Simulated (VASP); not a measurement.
# Fe (P6_3/mmc) in VASP: further runs

Fe is run at these levels: PBEsol; tasks: single point.

Program: VASP 6.6.1. These are calculated values, not measurements. Logs are shortened: lines on timing, memory, paths and dates and some standing lists are left out, and cuts for length are marked.

## Step 1: The cell of the first run

It takes space group P6_3/mmc (No. 194, hexagonal). Conventional cell: a = 2.434 Å, b = 2.434 Å, c = 3.842 Å, α = 90.00°, β = 90.00°, γ = 120.00°. Fe (site symmetry -6m2) has 12 Fe at 2.38 to 2.43 Å within 3.1 Å.

## Step 2: Single point, PBEsol, collinear spin, ferromagnetic start

INCAR

```
ALGO     = Normal         # electronic algorithm
EDIFF    = 1E-6           # SCF threshold, eV
ENCUT    = 600            # plane-wave cutoff, eV
GGA      = PS             # functional
GGA_COMPAT= F            
ISIF     = 2              # what is computed and relaxed
ISMEAR   = -1             # smearing method
ISPIN    = 2              # spin polarisation
LASPH    = T              # aspherical terms in the spheres
LCHARG   = F              # write CHGCAR
LMAXMIX  = 4              # l up to which the mixer works
LORBIT   = 11             # projections on sites
LREAL    = F              # projectors in reciprocal space
LWAVE    = F              # write WAVECAR
MAGMOM   = 0.75 0.75      # initial moments
NBANDS   = 27             # bands
NELM     = 200            # most SCF steps
NUPDOWN  = 1.5            # fixed moment
PREC     = Accurate       # precision mode
SIGMA    = 0.05           # smearing width, eV
```

KPOINTS

```
k-points
0
Gamma
  10 10 6
```

POSCAR

```
Fe
1.0
    2.4341575853      0.0000000000      0.0000000000
   -1.2170787927      2.1080423057      0.0000000000
    0.0000000000      0.0000000000      3.8419344700
Fe
2
Direct
    0.6666666667      0.3333333333      0.7500000000
    0.3333333333      0.6666666667      0.2500000000
```

Potentials or basis: VASP PAW PBE potentials, release 64 (Fe_sv).

Started as:

```sh
cat potpaw_PBE.64/Fe_sv/POTCAR > POTCAR
mpirun -np 1 vasp_std > vasp.out
```

OUTCAR:

```text
EDIFF = 1E-6
   ENCUT = 600
   GGA = PS
   ISIF = 2
   ISMEAR = -1
   ISPIN = 2
   LASPH = T
   LORBIT = 11
   LREAL = F
   NELM = 200
   NUPDOWN = 1.5
   PREC = Accurate

 ion  position               nearest neighbor table
   1  0.667  0.333  0.750-   2 2.38   2 2.38   2 2.38   2 2.38   2 2.38   2 2.38
   2  0.333  0.667  0.250-   1 2.38   1 2.38   1 2.38   1 2.38   1 2.38   1 2.38

  LATTYP: Found a hexagonal cell.
 ALAT       =     2.4341575853
 C/A-ratio  =     1.5783425417

  Lattice vectors:

 A1 = (   2.4341575853,   0.0000000000,   0.0000000000)
 A2 = (  -1.2170787927,   2.1080423057,   0.0000000000)
 A3 = (   0.0000000000,   0.0000000000,   3.8419344700)

Analysis of symmetry for initial positions (statically):
=====================================================================
 Subroutine PRICEL returns:
 Original cell was already a primitive cell.

 Routine SETGRP: Setting up the symmetry group for a
 hexagonal supercell.

 Subroutine GETGRP returns: Found 24 space group operations
 (whereof 12 operations were pure point group operations)
 out of a pool of 24 trial point group operations.

The static configuration has the point symmetry D_3d.
 The point group associated with its full space group is D_6h.

Analysis of symmetry for dynamics (positions and initial velocities):
=====================================================================
 Subroutine PRICEL returns:
 Original cell was already a primitive cell.

 Routine SETGRP: Setting up the symmetry group for a
 hexagonal supercell.

 Subroutine GETGRP returns: Found 24 space group operations
 (whereof 12 operations were pure point group operations)
 out of a pool of 24 trial point group operations.

The dynamic configuration has the point symmetry D_3d.
 The point group associated with its full space group is D_6h.

Analysis of structural, dynamic, and magnetic symmetry:
=====================================================================
 Subroutine PRICEL returns:
 Original cell was already a primitive cell.

 Routine SETGRP: Setting up the symmetry group for a
 hexagonal supercell.

 Subroutine GETGRP returns: Found 24 space group operations
 (whereof 12 operations were pure point group operations)
 out of a pool of 24 trial point group operations.

The overall configuration has the point symmetry D_3d.
 The point group associated with its full space group is D_6h.

 Subroutine INISYM returns: Found 24 space group operations
 (whereof 12 operations are pure point group operations),
 and found     1 'primitive' translations

----------------------------------------------------------------------------------------

                                     Primitive cell

  volume of cell :      19.7141

  direct lattice vectors                    reciprocal lattice vectors
     2.434157585  0.000000000  0.000000000     0.410819746  0.237186891  0.000000000
    -1.217078793  2.108042306  0.000000000     0.000000000  0.474373781  0.000000000
     0.000000000  0.000000000  3.841934470     0.000000000  0.000000000  0.260285543

  length of vectors
     2.434157585  2.434157585  3.841934470     0.474373781  0.474373781  0.260285543

  position of ions in fractional coordinates (direct lattice)
     0.666666667  0.333333333  0.750000000
     0.333333333  0.666666667  0.250000000

  ion indices of the primitive-cell ions
   primitive index   ion index
                 1           1
                 2           2

----------------------------------------------------------------------------------------

 KPOINTS: k-points

Automatic generation of k-mesh.
 Grid dimensions read from file:
 generate k-points for:   10   10    6

 Generating k-lattice:

  Cartesian coordinates                     Fractional coordinates (reciprocal lattice)
     0.041081975  0.023718689  0.000000000     0.100000000  0.000000000  0.000000000
     0.000000000  0.047437378  0.000000000     0.000000000  0.100000000  0.000000000
     0.000000000  0.000000000  0.043380924     0.000000000  0.000000000  0.166666667

  Length of vectors
     0.047437378  0.047437378  0.043380924

  Shift w.r.t. Gamma in fractional coordinates (k-lattice)
     0.000000000  0.000000000  0.000000000

 Subroutine IBZKPT returns following result:
 ===========================================

 Found     56 irreducible k-points:

 Following reciprocal coordinates:
            Coordinates               Weight
  0.000000  0.000000  0.000000      1.000000
  0.100000 -0.000000  0.000000      6.000000
  0.200000 -0.000000  0.000000      6.000000
  0.300000  0.000000  0.000000      6.000000
  0.400000  0.000000  0.000000      6.000000
  0.500000  0.000000  0.000000      3.000000
[... 16 lines left out ...]
  0.300000  0.100000  0.166667     24.000000
  0.400000  0.100000  0.166667     24.000000
 [... further k-points ...]
   k-points           NKPTS =     56   k-points in BZ     NKDIM =     56   number of bands    NBANDS=     27
   number of dos      NEDOS =    301   number of ions     NIONS =      2
   total plane-waves  NPLWV =  12800
   dimension x,y,z NGX =    20 NGY =   20 NGZ =   32
   dimension x,y,z NGXF=    40 NGYF=   40 NGZF=   64
   ions per type =               2
   NGX,Y,Z   is equivalent  to a cutoff of  13.66, 13.66, 13.85 a.u.
   NGXF,Y,Z  is equivalent  to a cutoff of  27.32, 27.32, 27.69 a.u.
 SYSTEM =  unknown system
   PREC   = accura    normal or accurate (medium, high low for compatibility)
   ISTART =      0    job   : 0-new  1-cont  2-samecut
   ICHARG =      2    charge: 1-file 2-atom 10-const
   ISPIN  =      2    spin polarized calculation?
   LNONCOLLINEAR =      F non collinear calculations
   LSORBIT =      F    spin-orbit coupling
   LASPH  =      T    aspherical Exc in radial PAW
   ENCUT  =  600.0 eV  44.10 Ry    6.64 a.u.   4.86  4.86  7.67*2*pi/ulx,y,z
   NELM   =    200;   NELMIN=  2; NELMDL= -5     # of ELM steps
   EDIFF  = 0.1E-05   stopping-criterion for ELM
   LREAL  =      F    real-space projection
   EDIFFG = 0.1E-04   stopping-criterion for IOM
   NSW    =      0    number of steps for IOM
   IBRION =     -1    ionic relax: 0-MD 1-quasi-New 2-CG
   NFREE  =      0    steps in history (QN), initial steepest desc. (CG)
   ISIF   =      2    stress and relaxation
   ISYM   =      2    0-nonsym 1-usesym 2-fastsym
   POTIM  = 0.5000    time-step for ionic-motion
   TEBEG  =    0.0;   TEEND  =   0.0 temperature during run
   PSTRESS=    0.0 pullay stress
   NELECT =      32.0000    total number of electrons
   NUPDOWN=       1.5000    fix difference up-down
   EMIN   =  10.00;   EMAX   =-10.00  energy-range for DOS
   EFERMI =   0.00;   METHOD = LEGACY
   ISMEAR =    -1;   SIGMA  =   0.05  broadening in eV -4-tet -1-fermi 0-gaus
   EFERMI_NEDOS =   21; number of points for ismear=-14 and -15
   IALGO  =     38    algorithm
   IMIX   =      4    mixing-type and parameters
     AMIX     =   0.40;   BMIX     =  1.00
     AMIX_MAG =   1.60;   BMIX_MAG =  1.00
  volume/ion in A,a.u.               =       9.86        66.52
  Fermi-wavevector in a.u.,A,eV,Ry     =   1.923972  3.635781 50.364275  3.701670
  Thomas-Fermi vector in A             =   2.957694
   LORBIT       =     11    0 simple, 1 ext, 2 COOP (PROOUT), +10 PAW based schemes
   GGA     = PS    functional components
   LHFCALC =     F    Hartree Fock is set to
   AEXX    =    0.0000 exact exchange contribution
   IVDW    =     0    specifies the selected vdW correction
   LEPSILON=     F    determine dielectric tensor
   LRPA    =     F    only Hartree local field effects (RPA)
 spin polarized calculation
  energy-cutoff  :      600.00
  volume of cell :       19.71
 maximum number of plane-waves:       679
 NGX is ok and might be reduce to    20
   NGX =  9   NGY =  9   NGZ = 15

 number of electron      31.9999997 magnetization       1.5000000

 Free energy of the ion-electron system (eV)
  ---------------------------------------------------
  ext. energy  EPLUGINS =         0.00000000
  ---------------------------------------------------
  free energy    TOTEN  =       -17.96394602 eV

  energy without entropy =      -17.93574070  energy(sigma->0) =      -17.94984336

 E-fermi :  14.1360     XC(G=0): -14.8451

 val. band max:       14.5443257822   @ k =   0.1000  -0.0000   0.5000
 cond. band min:      14.1563547072   @ k =   0.4000   0.0000   0.5000
 fundamental gap:     -0.3879710750
 Fermi energy:        14.5771239347

 spin component 1

 k-point     1 :       0.0000    0.0000    0.0000
  band No.  band energies     occupation
      1     -73.0266      1.00000
      2     -72.8699      1.00000
      3     -39.4985      1.00000
      4     -38.9176      1.00000
      5     -38.9176      1.00000
      6     -38.8097      1.00000
[... 19 lines left out ...]
     26      40.6495      0.00000
     27      41.6677      0.00000
[... 661 lines left out ...]
 k-point    24 :       0.4000    0.1000    0.1667
  band No.  band energies     occupation
      1     -72.8913      1.00000
      2     -72.8468      1.00000
      3     -39.4003      1.00000
      4     -39.2882      1.00000
      5     -39.1407      1.00000
      6     -39.0612      1.00000
[... 19 lines left out ...]
     26      34.9898      0.00000
     27      40.1091      0.00000

 [... further k-points ...]

 spin component 2

 k-point     1 :       0.0000    0.0000    0.0000
  band No.  band energies     occupation
      1     -72.1501      1.00000
      2     -71.9892      1.00000
      3     -38.6923      1.00000
      4     -38.0393      1.00000
      5     -38.0393      1.00000
      6     -37.9380      1.00000
[... 19 lines left out ...]
     26      40.9273      0.00000
     27      41.9425      0.00000
[... 661 lines left out ...]
 k-point    24 :       0.4000    0.1000    0.1667
  band No.  band energies     occupation
      1     -72.0112      1.00000
      2     -71.9656      1.00000
      3     -38.5480      1.00000
      4     -38.4285      1.00000
      5     -38.3076      1.00000
      6     -38.1926      1.00000
[... 19 lines left out ...]
     26      35.1971      0.00000
     27      40.2974      0.00000

 [... further k-points ...]
[... 5 lines left out ...]
  --------------------------------------------------------------------------------------
  -------------------------------------------------------------------------------------
  Total       -0.2214896     -0.2214896      0.4475940      0.0000000     -0.0000000      0.0000000
  in kB      -18.0005567    -18.0005567     36.3761637      0.0000000     -0.0000000      0.0000000
  external PRESSURE =       0.1250168 kB  Pullay stress =       0.0000000 kB

 VOLUME and BASIS-vectors are now :
 -----------------------------------------------------------------------------
  energy-cutoff  :      600.00
  volume of cell :       19.71
      direct lattice vectors                 reciprocal lattice vectors
     2.434157585  0.000000000  0.000000000     0.410819746  0.237186891  0.000000000
    -1.217078793  2.108042306  0.000000000     0.000000000  0.474373781  0.000000000
     0.000000000  0.000000000  3.841934470     0.000000000  0.000000000  0.260285543

 POSITION                                       TOTAL-FORCE (eV/Angst)
 -----------------------------------------------------------------------------------
      1.21708      0.70268      2.88145         0.000000      0.000000      0.000000
     -0.00000      1.40536      0.96048        -0.000000     -0.000000      0.000000
 -----------------------------------------------------------------------------------
    total drift:                               -0.000000      0.000000     -0.000000

  FREE ENERGIE OF THE ION-ELECTRON SYSTEM (eV)
  ---------------------------------------------------
  free  energy   TOTEN  =       -17.9639460192 eV

  energy  without entropy=      -17.9357407005  energy(sigma->0) =      -17.94984336

 total charge

# of ion       s       p       d       tot
------------------------------------------
    1        2.215   6.060   5.549  13.824
    2        2.215   6.060   5.549  13.824
--------------------------------------------------
tot          4.429  12.120  11.098  27.647

 magnetization (x)

# of ion       s       p       d       tot
------------------------------------------
    1       -0.001   0.000   0.735   0.734
    2       -0.001   0.000   0.735   0.734
--------------------------------------------------
tot         -0.002   0.001   1.470   1.469
```

Wall time 26 s (1 thread of Intel Xeon 6975P-C (Granite Rapids), shared host); peak memory 0.17 GiB.

What came out:

```
Free energy                                           : -17.9639 eV
Pressure                                              : 0.0 GPa
Net moment                                            : 1.50 μB per cell
Site moments                                          : Fe +0.73 μB
Valence electrons inside the program's atomic spheres : Fe 13.82
```

Caveat: the PAW data sets were made with another functional, which shifts forces and pressure a little; the total moment is fixed, so each spin has its own Fermi level.

## Step 3: Single point, PBEsol, collinear spin, zero start

INCAR

```
SYSTEM = Fe
PREC = Accurate
ENCUT = 600
EDIFF = 1E-6
ISMEAR = -1
SIGMA = 0.05
LREAL = .FALSE.
LASPH = .TRUE.
NELM = 200
ALGO = Normal
ISIF = 2
LWAVE = .FALSE.
LCHARG = .FALSE.
ISPIN = 2
MAGMOM = 0 0
LORBIT = 11
NUPDOWN = 0.0
LMAXMIX = 4
GGA = PS
NBANDS = 27
GGA_COMPAT = .FALSE.
```

KPOINTS

```
Automatic mesh
0
G
  10 10 6
  0 0 0
```

POSCAR is that of step 2.

Potentials or basis: VASP PAW PBE potentials, release 64 (Fe_sv).

Started as:

```sh
cat potpaw_PBE.64/Fe_sv/POTCAR > POTCAR
mpirun -np 1 vasp_std > vasp.out
```

It took 42 s on 1 thread of Intel Xeon 6975P-C (Granite Rapids), shared host; peak memory 0.16 GiB.

It converged, with:

```
Free energy                                           : -18.1218 eV
Pressure                                              : -5.4 GPa
Net moment                                            : 0.00 μB per cell
Valence electrons inside the program's atomic spheres : Fe 13.82
```

Stress tensor (GPa, compression positive):
```
-4.92  0.00  0.00
 0.00 -4.92  0.00
 0.00  0.00 -6.31
```

Caveat: the PAW data sets were made with another functional, which shifts forces and pressure a little; the total moment is fixed, so each spin has its own Fermi level.

## Step 4: Single point, PBEsol, collinear spin, ferromagnetic start

INCAR

```
SYSTEM = Fe
PREC = Accurate
ENCUT = 600
EDIFF = 1E-6
ISMEAR = -1
SIGMA = 0.05
LREAL = .False.
LASPH = .True.
NELM = 200
ALGO = Normal
ISIF = 2
LWAVE = .False.
LCHARG = .False.
ISPIN = 2
MAGMOM = 3.75 3.75
LORBIT = 11
NUPDOWN = 7.5
LMAXMIX = 4
GGA = PS
NBANDS = 27
GGA_COMPAT = .False.
```

KPOINTS

```
Automatic mesh
0
Gamma
  10 10 6
  0 0 0
```

POSCAR is that of step 3.

Potentials or basis: VASP PAW PBE potentials, release 64 (Fe_sv).

Started as:

```sh
cat potpaw_PBE.64/Fe_sv/POTCAR > POTCAR
mpirun -np 1 vasp_std > vasp.out
```

OUTCAR:

```text
SYSTEM = Fe
   PREC = Accurate
   ENCUT = 600
   EDIFF = 1E-6
   ISMEAR = -1
   LREAL = .False.
   LASPH = .True.
   NELM = 200
   ISIF = 2
   ISPIN = 2
   LORBIT = 11
   NUPDOWN = 7.5
   GGA = PS

 ion  position               nearest neighbor table
   1  0.667  0.333  0.750-   2 2.38   2 2.38   2 2.38   2 2.38   2 2.38   2 2.38
   2  0.333  0.667  0.250-   1 2.38   1 2.38   1 2.38   1 2.38   1 2.38   1 2.38

  LATTYP: Found a hexagonal cell.
 ALAT       =     2.4341575853
 C/A-ratio  =     1.5783425417

  Lattice vectors:

 A1 = (   2.4341575853,   0.0000000000,   0.0000000000)
 A2 = (  -1.2170787927,   2.1080423057,   0.0000000000)
[... 1657 lines left out ...]

 VOLUME and BASIS-vectors are now :
 -----------------------------------------------------------------------------
  energy-cutoff  :      600.00
  volume of cell :       19.71
      direct lattice vectors                 reciprocal lattice vectors
     2.434157585  0.000000000  0.000000000     0.410819746  0.237186891  0.000000000
    -1.217078793  2.108042306  0.000000000     0.000000000  0.474373781  0.000000000
     0.000000000  0.000000000  3.841934470     0.000000000  0.000000000  0.260285543

 POSITION                                       TOTAL-FORCE (eV/Angst)
 -----------------------------------------------------------------------------------
      1.21708      0.70268      2.88145         0.000000     -0.000000      0.000000
     -0.00000      1.40536      0.96048        -0.000000      0.000000      0.000000
 -----------------------------------------------------------------------------------
    total drift:                               -0.000000      0.000000     -0.000000

  FREE ENERGIE OF THE ION-ELECTRON SYSTEM (eV)
  ---------------------------------------------------
  free  energy   TOTEN  =       -13.6443933437 eV

  energy  without entropy=      -13.6295373326  energy(sigma->0) =      -13.63696534

 total charge

# of ion       s       p       d       tot
------------------------------------------
    1        2.241   6.101   5.447  13.789
    2        2.241   6.101   5.447  13.789
--------------------------------------------------
tot          4.481  12.202  10.895  27.578

 magnetization (x)

# of ion       s       p       d       tot
------------------------------------------
    1        0.028   0.071   3.208   3.307
    2        0.028   0.071   3.208   3.307
--------------------------------------------------
tot          0.056   0.141   6.417   6.614
```

stdout:

```text
POSCAR found type information on POSCAR Fe
 POSCAR found :  1 types and       2 ions
 scaLAPACK will be used
 -----------------------------------------------------------------------------
|                                                                             |
|                                                                             |
|     You enforced a specific xc type in the INCAR file but a different       |
|     I HOPE YOU KNOW WHAT YOU ARE DOING!                                     |
|                                                                             |
 -----------------------------------------------------------------------------

 LDA part: xc-table for (Slater+PW92), standard interpolation
 POSCAR, INCAR and KPOINTS ok, starting setup
 FFT: planning ... GRIDC
 FFT: planning ... GRID_SOFT
 FFT: planning ... GRID
 WAVECAR not read
 entering main loop
```

It took 38 s on 1 thread of Intel Xeon Platinum 8488C (Sapphire Rapids), shared host; peak memory 0.17 GiB.

Results:

* Free energy: -13.6444 eV
* Pressure: 108.5 GPa
* Net moment: 7.50 μB per cell
* Site moments: Fe +3.31 μB
* Valence electrons inside the program's atomic spheres: Fe 13.79

Caveat: the PAW data sets were made with another functional, which shifts forces and pressure a little; the total moment is fixed, so each spin has its own Fermi level.

## Step 5: Summary

| spin | fixed moment (μB) | pressure (GPa) | moment (μB) |
| --- | --- | --- | --- |
| collinear, ferromagnetic start | 1.5 | 0.0 | 1.50 |
| collinear, zero start | 0.0 | -5.4 | 0.00 |
| collinear, ferromagnetic start | 7.5 | 108.5 | 7.50 |

Alike in all rows: task single point; level PBEsol; potentials or basis VASP PAW PBE potentials, release 64 (Fe_sv); cell as given; k mesh 10 × 10 × 6; cutoff (eV) 600; smearing fermi-dirac 0.05 eV.

Caveats: the PAW data sets were made with another functional, which shifts forces and pressure a little; the total moment is fixed, so each spin has its own Fermi level.

Total energies depend on the potentials used, so only differences within one code and one set of settings carry meaning.
